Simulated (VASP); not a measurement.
**Fe: elastic constants with PBE**

Fe:

```
Fe
1.0
    -1.44300    1.44300    1.44300
     1.44300   -1.44300    1.44300
     1.44300    1.44300   -1.44300
Fe
1
Cartesian
  0.0000 0.0000 0.0000
```

| Quantity | Value |
| --- | --- |
| Program | VASP 6.6.1 |
| Task | elastic constants |
| Functional | PBE |
| Potentials or basis | VASP PAW PBE potentials, release 64 (Fe) |
| Cutoff | 600 eV |
| k mesh | 10 × 10 × 10 |
| Occupations | fermi-dirac, width 0.05 eV |
| Spin | collinear spin, ferromagnetic start |
| Starting moments | [3.0] μB |
| Dipole correction | no |
| Ions in elastic constants | relaxed |
| Further INCAR settings | ALGO = Fast; EDIFF = 1e-08; IBRION = 6; POTIM = 0.015; NSW = 1; ISIF = 3 |

```
Net moment                                            : 2.19 μB per cell
Site moments                                          : Fe +2.20 μB
Valence electrons inside the program's atomic spheres : Fe 7.16
Elastic constants C11, C12, C44                       : 207, 99, 60 GPa
Voigt bulk modulus                                    : 135 GPa
```

Elastic tensor in Voigt notation (GPa, in the Cartesian axes of the cell as first typed):
```
207  99  99   0   0   0
 99 207  99   0   0   0
 99  99 207   0   0   0
  0   0   0  60   0   0
  0   0   0   0  60   0
  0   0   0   0   0  60
```

Clamped-ion elastic tensor (GPa):
```
207  99  99   0   0   0
 99 207  99   0   0   0
 99  99 207   0   0   0
  0   0   0  60   0   0
  0   0   0   0  60   0
  0   0   0   0   0  60
```

Run time: 9.3 min on 1 thread of Intel(R) Xeon(R) Platinum 8488C (Sapphire Rapids) (shared host), peak memory 0.26 GiB.

Caveat: the cell is under stress, which shifts elastic constants.
